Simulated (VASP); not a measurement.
# Ga2O5 (cubic X2O5 type) (Pn-3m) in VASP: further runs

Runs on Ga2O5 (cubic X2O5 type). Level: PBE. Tasks: single point.

Everything below comes from runs of VASP 6.6.1. Logs are shortened: lines on timing, memory, paths and dates and some standing lists are left out, and cuts for length are marked.

### Step 1. The cell of the first run

The structure is cubic, space group Pn-3m (No. 224). Conventional cell: a = 5.034 Å, b = 5.034 Å, c = 5.034 Å, α = 90.00°, β = 90.00°, γ = 90.00°. Within 2.9 Å of Ga (site symmetry -3m) lie 12 O at 2.18 to 2.52 Å. O (site symmetry -3m) has 6 O at 2.18 Å and 6 Ga at 2.52 Å within 2.9 Å. Within 2.9 Å of O (site symmetry -42m) lie 4 Ga at 2.18 Å and 8 O at 2.18 to 2.52 Å.

### Step 2. Single point, PBE

INCAR reads:

```
PREC = Accurate ; ENCUT = 520
EDIFF = 1E-7 ; ISMEAR = -1
SIGMA = 0.06122561905347299 ; LREAL = False
LASPH = True ; NELM = 80
ALGO = Normal ; ISIF = 2
LWAVE = False ; LCHARG = False
GGA = PE ; NBANDS = 69
```

KPOINTS reads:

```
regular mesh
0
Gamma
  11 11 11
```

POSCAR reads:

```
Ga2O5
1.0
    5.0335994049      0.0000000000      0.0000000000
    0.0000000000      5.0335994049      0.0000000000
    0.0000000000      0.0000000000      5.0335994049
Ga O
4 10
Direct
    0.0000000000      0.0000000000      0.0000000000
    0.5000000000      0.5000000000      0.0000000000
    0.5000000000      0.0000000000      0.5000000000
    0.0000000000      0.5000000000      0.5000000000
    0.5000000000      0.0000000000      0.0000000000
    0.0000000000      0.5000000000      0.0000000000
    0.0000000000      0.0000000000      0.5000000000
    0.5000000000      0.5000000000      0.5000000000
    0.7500000000      0.7500000000      0.2500000000
    0.7500000000      0.2500000000      0.7500000000
    0.2500000000      0.7500000000      0.7500000000
    0.7500000000      0.2500000000      0.2500000000
    0.2500000000      0.7500000000      0.2500000000
    0.2500000000      0.2500000000      0.7500000000
```

Potentials or basis: VASP PAW PBE potentials, release 64 (Ga_d, O).

Command:

```sh
cat potpaw_PBE.64/Ga_d/POTCAR potpaw_PBE.64/O/POTCAR > POTCAR
mpirun -np 1 vasp_std > vasp.out
```

OUTCAR:

```text
PREC = Accurate
   ENCUT = 520
   EDIFF = 1E-7
   ISMEAR = -1
   LREAL = False
   LASPH = True
   NELM = 80
   ISIF = 2
   GGA = PE

 ion  position               nearest neighbor table
   1  0.000  0.000  0.000-   9 2.18  10 2.18  11 2.18  12 2.18  13 2.18  14 2.18
   2  0.500  0.500  0.000-   9 2.18  10 2.18  11 2.18  12 2.18  13 2.18  14 2.18
   3  0.500  0.000  0.500-   9 2.18  10 2.18  11 2.18  12 2.18  13 2.18  14 2.18
   4  0.000  0.500  0.500-   9 2.18  10 2.18  11 2.18  12 2.18  13 2.18  14 2.18
   5  0.500  0.000  0.000-
   6  0.000  0.500  0.000-
   7  0.000  0.000  0.500-
   8  0.500  0.500  0.500-
   9  0.750  0.750  0.250-   1 2.18   2 2.18   3 2.18   4 2.18
  10  0.750  0.250  0.750-   1 2.18   2 2.18   3 2.18   4 2.18
  11  0.250  0.750  0.750-   1 2.18   2 2.18   3 2.18   4 2.18
  12  0.750  0.250  0.250-   1 2.18   2 2.18   3 2.18   4 2.18
  13  0.250  0.750  0.250-   1 2.18   2 2.18   3 2.18   4 2.18
  14  0.250  0.250  0.750-   1 2.18   2 2.18   3 2.18   4 2.18

  LATTYP: Found a simple cubic cell.
 ALAT       =     5.0335994049

  Lattice vectors:

 A1 = (   5.0335994049,   0.0000000000,   0.0000000000)
 A2 = (   0.0000000000,   5.0335994049,   0.0000000000)
 A3 = (   0.0000000000,   0.0000000000,   5.0335994049)

Analysis of symmetry for initial positions (statically):
=====================================================================
 Subroutine PRICEL returns:
 Original cell was already a primitive cell.

 Routine SETGRP: Setting up the symmetry group for a
 simple cubic supercell.

 Subroutine GETGRP returns: Found 48 space group operations
 (whereof 12 operations were pure point group operations)
 out of a pool of 48 trial point group operations.

The static configuration has the point symmetry D_3d.
 The point group associated with its full space group is O_h .

Analysis of symmetry for dynamics (positions and initial velocities):
=====================================================================
 Subroutine PRICEL returns:
 Original cell was already a primitive cell.

 Routine SETGRP: Setting up the symmetry group for a
 simple cubic supercell.

 Subroutine GETGRP returns: Found 48 space group operations
 (whereof 12 operations were pure point group operations)
 out of a pool of 48 trial point group operations.

The dynamic configuration has the point symmetry D_3d.
 The point group associated with its full space group is O_h .

 Subroutine INISYM returns: Found 48 space group operations
 (whereof 12 operations are pure point group operations),
 and found     1 'primitive' translations

----------------------------------------------------------------------------------------

                                     Primitive cell

  volume of cell :     127.5369

  direct lattice vectors                    reciprocal lattice vectors
     5.033599405  0.000000000  0.000000000     0.198664995  0.000000000  0.000000000
     0.000000000  5.033599405  0.000000000     0.000000000  0.198664995  0.000000000
     0.000000000  0.000000000  5.033599405     0.000000000  0.000000000  0.198664995

  length of vectors
     5.033599405  5.033599405  5.033599405     0.198664995  0.198664995  0.198664995

  position of ions in fractional coordinates (direct lattice)
     0.000000000  0.000000000  0.000000000
     0.500000000  0.500000000  0.000000000
     0.500000000  0.000000000  0.500000000
     0.000000000  0.500000000  0.500000000
     0.500000000  0.000000000  0.000000000
     0.000000000  0.500000000  0.000000000
     0.000000000  0.000000000  0.500000000
     0.500000000  0.500000000  0.500000000
     0.750000000  0.750000000  0.250000000
     0.750000000  0.250000000  0.750000000
     0.250000000  0.750000000  0.750000000
     0.750000000  0.250000000  0.250000000
     0.250000000  0.750000000  0.250000000
     0.250000000  0.250000000  0.750000000

  ion indices of the primitive-cell ions
   primitive index   ion index
                 1           1
                 2           2
                 3           3
                 4           4
                 5           5
                 6           6
                 7           7
                 8           8
                 9           9
                10          10
                11          11
                12          12
                13          13
                14          14

----------------------------------------------------------------------------------------

 KPOINTS: regular mesh

Automatic generation of k-mesh.
 Grid dimensions read from file:
 generate k-points for:   11   11   11

 Generating k-lattice:

  Cartesian coordinates                     Fractional coordinates (reciprocal lattice)
     0.018060454  0.000000000  0.000000000     0.090909091  0.000000000  0.000000000
     0.000000000  0.018060454  0.000000000     0.000000000  0.090909091  0.000000000
     0.000000000  0.000000000  0.018060454     0.000000000  0.000000000  0.090909091

  Length of vectors
     0.018060454  0.018060454  0.018060454

  Shift w.r.t. Gamma in fractional coordinates (k-lattice)
     0.000000000  0.000000000  0.000000000

 Subroutine IBZKPT returns following result:
 ===========================================

 Found     56 irreducible k-points:

 Following reciprocal coordinates:
            Coordinates               Weight
  0.000000  0.000000  0.000000      1.000000
  0.090909  0.000000  0.000000      6.000000
  0.181818  0.000000  0.000000      6.000000
  0.272727  0.000000  0.000000      6.000000
  0.363636  0.000000  0.000000      6.000000
  0.454545  0.000000  0.000000      6.000000
[... 16 lines left out ...]
  0.181818  0.090909  0.090909     24.000000
  0.272727  0.090909  0.090909     24.000000
 [... further k-points ...]
   k-points           NKPTS =     56   k-points in BZ     NKDIM =     56   number of bands    NBANDS=     69
   number of dos      NEDOS =    301   number of ions     NIONS =     14
   total plane-waves  NPLWV =  64000
   dimension x,y,z NGX =    40 NGY =   40 NGZ =   40
   dimension x,y,z NGXF=    80 NGYF=   80 NGZF=   80
   ions per type =               4  10
   NGX,Y,Z   is equivalent  to a cutoff of  13.21, 13.21, 13.21 a.u.
   NGXF,Y,Z  is equivalent  to a cutoff of  26.42, 26.42, 26.42 a.u.
 SYSTEM =  unknown system
   PREC   = accura    normal or accurate (medium, high low for compatibility)
   ISTART =      0    job   : 0-new  1-cont  2-samecut
   ICHARG =      2    charge: 1-file 2-atom 10-const
   ISPIN  =      1    spin polarized calculation?
   LNONCOLLINEAR =      F non collinear calculations
   LSORBIT =      F    spin-orbit coupling
   LASPH  =      T    aspherical Exc in radial PAW
   ENCUT  =  520.0 eV  38.22 Ry    6.18 a.u.   9.36  9.36  9.36*2*pi/ulx,y,z
   NELM   =     80;   NELMIN=  2; NELMDL= -5     # of ELM steps
   EDIFF  = 0.1E-06   stopping-criterion for ELM
   LREAL  =      F    real-space projection
   EDIFFG = 0.1E-05   stopping-criterion for IOM
   NSW    =      0    number of steps for IOM
   IBRION =     -1    ionic relax: 0-MD 1-quasi-New 2-CG
   NFREE  =      0    steps in history (QN), initial steepest desc. (CG)
   ISIF   =      2    stress and relaxation
   ISYM   =      2    0-nonsym 1-usesym 2-fastsym
   POTIM  = 0.5000    time-step for ionic-motion
   TEBEG  =    0.0;   TEEND  =   0.0 temperature during run
   PSTRESS=    0.0 pullay stress
   NELECT =     112.0000    total number of electrons
   NUPDOWN=      -1.0000    fix difference up-down
   EMIN   =  10.00;   EMAX   =-10.00  energy-range for DOS
   EFERMI =   0.00;   METHOD = LEGACY
   ISMEAR =    -1;   SIGMA  =   0.06  broadening in eV -4-tet -1-fermi 0-gaus
   EFERMI_NEDOS =   21; number of points for ismear=-14 and -15
   IALGO  =     38    algorithm
   IMIX   =      4    mixing-type and parameters
     AMIX     =   0.40;   BMIX     =  1.00
     AMIX_MAG =   1.60;   BMIX_MAG =  1.00
  volume/ion in A,a.u.               =       9.11        61.48
  Fermi-wavevector in a.u.,A,eV,Ry     =   1.567721  2.962564 33.439719  2.457750
  Thomas-Fermi vector in A             =   2.669859
   LORBIT       =      0    0 simple, 1 ext, 2 COOP (PROOUT), +10 PAW based schemes
   GGA     = PE    functional components
[... 5 lines left out ...]
 non-spin polarized calculation
  energy-cutoff  :      520.00
  volume of cell :      127.54
 maximum number of plane-waves:      3462
 NGX is ok and might be reduce to    40
   NGX = 19   NGY = 19   NGZ = 19

 number of electron     112.0000102 magnetization

 Free energy of the ion-electron system (eV)
  ---------------------------------------------------
  ext. energy  EPLUGINS =         0.00000000
  ---------------------------------------------------
  free energy    TOTEN  =       -56.57754458 eV

  energy without entropy =      -56.37935658  energy(sigma->0) =      -56.47845058

 E-fermi :   5.4850     XC(G=0): -12.3692

 val. band max:        5.4832204750   @ k =   0.3636   0.0909   0.0000
 cond. band min:       5.4901991425   @ k =   0.3636   0.1818   0.0909
 fundamental gap:      0.0069786675
 Fermi energy:         5.4850439552

 k-point     1 :       0.0000    0.0000    0.0000
  band No.  band energies     occupation
      1     -15.4503      2.00000
      2     -13.1215      2.00000
      3     -13.1215      2.00000
      4     -12.2635      2.00000
      5     -12.2635      2.00000
      6     -12.2265      2.00000
[... 60 lines left out ...]
     67      14.4359      0.00000
     68      14.4359      0.00000
[... 1631 lines left out ...]
     67      13.9026      0.00000
     68      13.9626      0.00000

 [... further k-points ...]

 [bands above 68 left out]

------------------------ aborting loop because EDIFF is reached ----------------------------------------

  FORCE on cell =-STRESS in cart. coord.  units (eV):
  Direction    XX          YY          ZZ          XY          YZ          ZX
  --------------------------------------------------------------------------------------
  -------------------------------------------------------------------------------------
  Total        8.7332668      8.7332668      8.7332668     -0.0000000      0.0000000     -0.0000000
  in kB      109.7112997    109.7112997    109.7112997     -0.0000000      0.0000000     -0.0000000
  external PRESSURE =     109.7112997 kB  Pullay stress =       0.0000000 kB

 VOLUME and BASIS-vectors are now :
 -----------------------------------------------------------------------------
  energy-cutoff  :      520.00
  volume of cell :      127.54
      direct lattice vectors                 reciprocal lattice vectors
     5.033599405  0.000000000  0.000000000     0.198664995  0.000000000  0.000000000
     0.000000000  5.033599405  0.000000000     0.000000000  0.198664995  0.000000000
     0.000000000  0.000000000  5.033599405     0.000000000  0.000000000  0.198664995

 POSITION                                       TOTAL-FORCE (eV/Angst)
 -----------------------------------------------------------------------------------
      0.00000      0.00000      0.00000         0.000000      0.000000     -0.000000
      2.51680      2.51680      0.00000         0.000000      0.000000     -0.000000
      2.51680      0.00000      2.51680         0.000000      0.000000     -0.000000
      0.00000      2.51680      2.51680         0.000000      0.000000     -0.000000
      2.51680      0.00000      0.00000         0.000000      0.000000     -0.000000
      0.00000      2.51680      0.00000         0.000000      0.000000     -0.000000
      0.00000      0.00000      2.51680         0.000000      0.000000     -0.000000
      2.51680      2.51680      2.51680         0.000000      0.000000     -0.000000
      3.77520      3.77520      1.25840         0.000000      0.000000     -0.000000
      3.77520      1.25840      3.77520        -0.000000      0.000000      0.000000
      1.25840      3.77520      3.77520        -0.000000     -0.000000      0.000000
      3.77520      1.25840      1.25840         0.000000     -0.000000      0.000000
      1.25840      3.77520      1.25840         0.000000      0.000000      0.000000
      1.25840      1.25840      3.77520         0.000000     -0.000000      0.000000
 -----------------------------------------------------------------------------------
    total drift:                               -0.000000      0.000000     -0.000000

  FREE ENERGIE OF THE ION-ELECTRON SYSTEM (eV)
  ---------------------------------------------------
  free  energy   TOTEN  =       -56.5775445820 eV

  energy  without entropy=      -56.3793565849  energy(sigma->0) =      -56.47845058
```

It took 16 min on 1 thread of AMD EPYC 7R13, shared host; peak memory 0.43 GiB.

What came out:

- Free energy: -56.5775 eV
- Pressure: 11.0 GPa
- Band gap on the k mesh: zero (band 56 reaches 5.79 eV, above the bottom of band 57 at 5.34 eV)

### Step 3. Single point, PBE

INCAR reads:

```
SYSTEM = Ga2O5
PREC     = Accurate       ! precision mode
ENCUT    = 520            ! plane-wave cutoff, eV
EDIFF    = 1E-7           ! SCF threshold, eV
ISMEAR   = -1             ! smearing method
SIGMA    = 0.06122561905347299 ! smearing width, eV
LREAL    = .False.        ! projectors in reciprocal space
LASPH    = .True.         ! aspherical terms in the spheres
NELM     = 100            ! most SCF steps
ALGO     = Normal         ! electronic algorithm
ISIF     = 2              ! what is computed and relaxed
LWAVE    = .False.        ! write WAVECAR
LCHARG   = .True.         ! write CHGCAR
GGA      = PE             ! functional
LELF     = .True.         ! ELF
LVHAR    = .True.       
NBANDS   = 69             ! bands
```

KPOINTS reads:

```
Automatic mesh
0
Gamma
  11 11 11
  0 0 0
```

POSCAR is that of step 2.

Potentials or basis: VASP PAW PBE potentials, release 64 (Ga_d, O).

Command:

```sh
cat potpaw_PBE.64/Ga_d/POTCAR potpaw_PBE.64/O/POTCAR > POTCAR
mpirun -np 1 vasp_std > vasp.out
```

OUTCAR:

```text
SYSTEM = Ga2O5
   PREC = Accurate
   ENCUT = 520
   EDIFF = 1E-7
   ISMEAR = -1
   LREAL = .False.
   LASPH = .True.
   NELM = 100
   ISIF = 2
   GGA = PE

 ion  position               nearest neighbor table
   1  0.000  0.000  0.000-   9 2.18  10 2.18  11 2.18  12 2.18  13 2.18  14 2.18
   2  0.500  0.500  0.000-   9 2.18  10 2.18  11 2.18  12 2.18  13 2.18  14 2.18
   3  0.500  0.000  0.500-   9 2.18  10 2.18  11 2.18  12 2.18  13 2.18  14 2.18
   4  0.000  0.500  0.500-   9 2.18  10 2.18  11 2.18  12 2.18  13 2.18  14 2.18
[... 1947 lines left out ...]
  energy-cutoff  :      520.00
  volume of cell :      127.54
      direct lattice vectors                 reciprocal lattice vectors
     5.033599405  0.000000000  0.000000000     0.198664995  0.000000000  0.000000000
     0.000000000  5.033599405  0.000000000     0.000000000  0.198664995  0.000000000
     0.000000000  0.000000000  5.033599405     0.000000000  0.000000000  0.198664995

 POSITION                                       TOTAL-FORCE (eV/Angst)
 -----------------------------------------------------------------------------------
      0.00000      0.00000      0.00000         0.000000      0.000000     -0.000000
      2.51680      2.51680      0.00000         0.000000      0.000000     -0.000000
      2.51680      0.00000      2.51680         0.000000      0.000000     -0.000000
      0.00000      2.51680      2.51680         0.000000      0.000000     -0.000000
      2.51680      0.00000      0.00000         0.000000      0.000000     -0.000000
      0.00000      2.51680      0.00000         0.000000      0.000000     -0.000000
      0.00000      0.00000      2.51680         0.000000      0.000000     -0.000000
      2.51680      2.51680      2.51680         0.000000      0.000000     -0.000000
      3.77520      3.77520      1.25840         0.000000      0.000000     -0.000000
      3.77520      1.25840      3.77520        -0.000000      0.000000      0.000000
      1.25840      3.77520      3.77520        -0.000000     -0.000000      0.000000
      3.77520      1.25840      1.25840         0.000000     -0.000000      0.000000
      1.25840      3.77520      1.25840         0.000000      0.000000      0.000000
      1.25840      1.25840      3.77520         0.000000     -0.000000      0.000000
 -----------------------------------------------------------------------------------
    total drift:                               -0.000000      0.000000     -0.000000

  FREE ENERGIE OF THE ION-ELECTRON SYSTEM (eV)
  ---------------------------------------------------
  free  energy   TOTEN  =       -56.5775445820 eV

  energy  without entropy=      -56.3793565849  energy(sigma->0) =      -56.47845058
```

stdout:

```text
POSCAR found type information on POSCAR GaO
 POSCAR found :  2 types and      14 ions
 scaLAPACK will be used
 LDA part: xc-table for (Slater+PW92), standard interpolation
 POSCAR, INCAR and KPOINTS ok, starting setup
 FFT: planning ... GRIDC
 FFT: planning ... GRID_SOFT
 FFT: planning ... GRID
 WAVECAR not read
 entering main loop
```

It used 1600 s of CPU time on 1 thread of AMD EPYC 7R13 Processor (Zen 3) (shared host).

Results:

| Item | Value |
| --- | --- |
| Free energy | -56.5775 eV |
| Pressure | 11.0 GPa |
| Band gap on the k mesh | zero (band 56 reaches 5.79 eV, above the bottom of band 57 at 5.34 eV) |

### Step 4. Single point, PBE

This run uses another cell than the first one, of 9.69 Å³/atom, 1.064 times its volume.

INCAR reads:

```
SYSTEM = Ga2O5
PREC     = Accurate       ! precision mode
ENCUT    = 520            ! plane-wave cutoff, eV
EDIFF    = 1E-6           ! SCF threshold, eV
ISMEAR   = -1             ! smearing method
SIGMA    = 0.06122561905347299 ! smearing width, eV
LREAL    = .False.        ! projectors in reciprocal space
LASPH    = .True.         ! aspherical terms in the spheres
NELM     = 60             ! most SCF steps
ALGO     = Normal         ! electronic algorithm
ISIF     = 2              ! what is computed and relaxed
LWAVE    = .False.        ! write WAVECAR
LCHARG   = .False.        ! write CHGCAR
GGA      = PE             ! functional
NBANDS   = 69             ! bands
```

KPOINTS reads:

```
regular mesh
0
Gamma
  11 11 11
  0 0 0
```

Changes to POSCAR since step 3:

```diff
@@ -2,5 +2,5 @@
 1.0
-    5.0335994049      0.0000000000      0.0000000000
-    0.0000000000      5.0335994049      0.0000000000
-    0.0000000000      0.0000000000      5.0335994049
+    5.1384961058      0.0000000000      0.0000000000
+    0.0000000000      5.1384961058      0.0000000000
+    0.0000000000      0.0000000000      5.1384961058
 Ga O
```

Command:

```sh
cat potpaw_PBE.64/Ga_d/POTCAR potpaw_PBE.64/O/POTCAR > POTCAR
mpirun -np 1 vasp_std > vasp.out
```

It took 9.2 min on 1 thread of Intel Xeon Platinum 8259CL at 2.50GHz (Skylake/Cascade Lake), shared host; peak memory 0.47 GiB.

The run converged. Its results:

- Free energy: -56.8619 eV
- Pressure: 0.2 GPa
- Band gap on the k mesh: zero (band 56 reaches 5.00 eV, above the bottom of band 57 at 4.57 eV)

Levels at points of the mesh, in eV from the Fermi level:
| k point | band 53 | band 54 | band 55 | band 56 | band 57 | band 58 | band 59 | band 60 |
| --- | --- | --- | --- | --- | --- | --- | --- | --- |
| (0.00, 0.00, 0.00) | -0.75 | -0.75 | -0.75 | 0.18 | 0.18 | 0.18 | 0.41 | 0.41 |
